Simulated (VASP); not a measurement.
## H23NO10: single point with PBE+D3(BJ)

The system is H23NO10.

```
O H N
1.0
     6.97268    0.00000    0.00000
     0.00000    6.97268    0.00000
     0.00000    0.00000    6.97268
O H N
10 23 1
Direct
  0.83187 0.71792 0.00446
  0.42255 0.67001 0.17834
  0.01944 0.84972 0.39296
  0.38968 0.42774 0.49658
  0.60946 0.10802 0.48994
  0.36088 0.83033 0.59258
  0.23984 0.03540 0.90393
  0.88596 0.00527 0.75647
  0.90975 0.41188 0.69669
  0.49684 0.39047 0.87960
  0.89420 0.61959 0.92574
  0.92789 0.74122 0.10872
  0.47041 0.63354 0.03994
  0.35170 0.78316 0.17890
  0.13833 0.86128 0.47597
  0.92401 0.88355 0.49889
  0.26565 0.36221 0.45429
  0.42697 0.50659 0.38440
  0.69101 0.10976 0.59776
  0.53788 0.23875 0.49261
  0.45799 0.91870 0.53712
  0.40201 0.68804 0.60952
  0.30280 0.94205 0.81122
  0.33524 0.13711 0.90413
  0.82063 0.91973 0.84100
  0.02103 0.00806 0.79966
  0.89803 0.26403 0.67802
  0.96036 0.46903 0.58754
  0.45605 0.41544 0.74615
  0.64074 0.39358 0.87645
  0.97394 0.33399 0.26526
  0.14504 0.23057 0.15489
  0.05015 0.12363 0.32817
  0.09860 0.25944 0.29007
```

```json
{"Program": "VASP 6.6.1", "Task": "single point", "Functional": "PBE", "Dispersion": "D3(BJ)", "Potentials or basis": "VASP PAW PBE potentials, release 64 (O, H, N)", "Cutoff": "520 eV", "k mesh": "1 × 1 × 1", "Occupations": "fermi-dirac, width 0.02 eV", "Spin": "no spin polarisation", "Dipole correction": "no", "Further INCAR settings": "LREAL = Auto; ALGO = Normal; EDIFF = 1e-06; NBANDS = 67"}
```

```yaml
Pressure: -1.2 GPa
Largest_force: 4.038 eV/Å
Band_gap_on_the_k_mesh: 4.53 eV
Dispersion_energy_per_atom: -0.034 eV
```

Forces in eV/Å, atoms in the order of the input:
```
O    0.941 -0.253  0.627
O    2.095 -2.923 -1.836
O   -0.403  0.487  2.032
O   -0.025 -0.079  0.299
O   -1.869  1.125 -1.475
O   -0.213 -1.920  0.994
O    0.573 -1.026 -0.523
O    0.374  1.238 -1.590
O   -1.312 -2.892  2.192
O    1.036  0.088  0.139
H   -0.112 -0.081 -0.179
H   -0.843  0.096 -0.377
H   -1.023  0.615  2.537
H   -1.130  1.979 -0.396
H   -0.203 -0.556 -0.872
H    0.627 -0.315 -1.277
H    0.233  0.169 -0.553
H   -0.235  0.151 -0.338
H    1.150 -0.191  1.415
H    0.488 -1.257 -0.128
H    0.640 -0.055 -0.068
H   -0.433  2.271 -0.768
H   -0.475  0.329  0.274
H    0.174  0.719  0.133
H   -0.459 -1.070  1.202
H    0.128  0.299  0.375
H    0.457  2.268  0.342
H    0.901  0.812 -2.150
H    0.200 -0.091 -0.022
H   -1.226 -0.031 -0.195
H    0.105  0.099  0.142
H    0.514  0.211 -0.281
H    0.075  0.218  0.160
N   -0.749 -0.433  0.164
```

Stress tensor (GPa, compression positive):
```
-0.46  0.17 -0.23
 0.17 -2.17 -1.32
-0.23 -1.32 -0.83
```

Levels at points of the mesh, in eV from the valence-band top:
```tsv
k point	band 40	band 41	band 42	band 43	band 44	band 45	band 46	band 47	band 48	band 49
(0.00, 0.00, 0.00)	-0.58	-0.53	-0.30	-0.03	0.00	4.53	7.27	7.70	7.84	8.00
```

It took 43 s on 1 thread of Intel(R) Xeon(R) Platinum 8488C (Sapphire Rapids), with other jobs on the host, peak memory 0.34 GiB.

Caveat: the k points lie up to 0.90 Å⁻¹ apart.
